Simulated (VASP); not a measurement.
Runs of VASP 6.6.1 on SnSe. The structure is that of space group Fm-3m (No. 225), or close to it. The cells are those of the table. 

| cell | gap on the mesh (eV) | pressure (GPa) |
| --- | --- | --- |
| a = 4.209, b = 4.126, c = 4.168 Å, angles 61.0, 59.0, 60.0°, 2 atoms | 0.70 | (a) |
| a = 4.136, b = 4.199, c = 4.168 Å, angles 59.3, 60.7, 60.0°, 2 atoms | 0.72 | (b) |
| a = 4.157, b = 4.178, c = 4.167 Å, angles 59.8, 60.2, 60.0°, 2 atoms | 0.75 | 0.1 |
| a = 4.146, b = 4.188, c = 4.167 Å, angles 59.5, 60.5, 60.0°, 2 atoms | 0.74 | 0.1 |

Alike in all rows: task single point; level LDA; potentials or basis VASP PAW LDA potentials, release 64 (Sn_d, Se); no spin polarisation; k mesh 8 × 8 × 8; cutoff (eV) 520; smearing gaussian 0.05 eV.

Question: Estimate the missing entries.

Answer: (a) 0.3; (b) 0.2.

Caveats: spin-orbit coupling is left out, which moves the levels of the heavy elements.

A k mesh can miss the band edges, and the runs leave out spin-orbit coupling on Se, Sn.
